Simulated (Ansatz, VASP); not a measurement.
**Pd: VASP beside Ansatz**

```
Pd
1.0
     0.00000    2.94188    2.94188
     2.94188    0.00000    2.94188
     2.94188    2.94188    0.00000
Pd
2
Direct
  0.12500 0.12500 0.12500
  0.87500 0.87500 0.87500
```

Alike in both runs: task single point; functional r2SCAN; k mesh 11 × 11 × 11; occupations fermi-dirac, width 0.05 eV; collinear spin.

|  | VASP | Ansatz |
| --- | --- | --- |
| version | VASP 6.6.1 | Ansatz 0.2.0 |
| potentials or method | VASP PAW PBE potentials, release 64 (Pd), cutoff 520 eV | plane waves (500 eV) with PAW, scalar-relativistic |
| valence electrons in the cell | 20 | 36 |

VASP gave:

```
pressure (GPa)                                                : -4.9
net moment per atom (μB)                                      : 0.51
size of the moment on the site where the two differ most (μB) : 0.50
```

Task: Estimate Ansatz's values.

Result: Pressure (GPa): -4.9; net moment per atom (μB): 0.50; size of the moment on the site where the two differ most (μB): 0.50.

VASP's potentials were made for PBE, not for r2SCAN. Site moments also hang on the region over which each program counts them. VASP's potentials hold 20 valence electrons a cell and Ansatz's 36, so a difference there can come from the potentials and not from the codes. Ansatz's warnings: stability check not made.
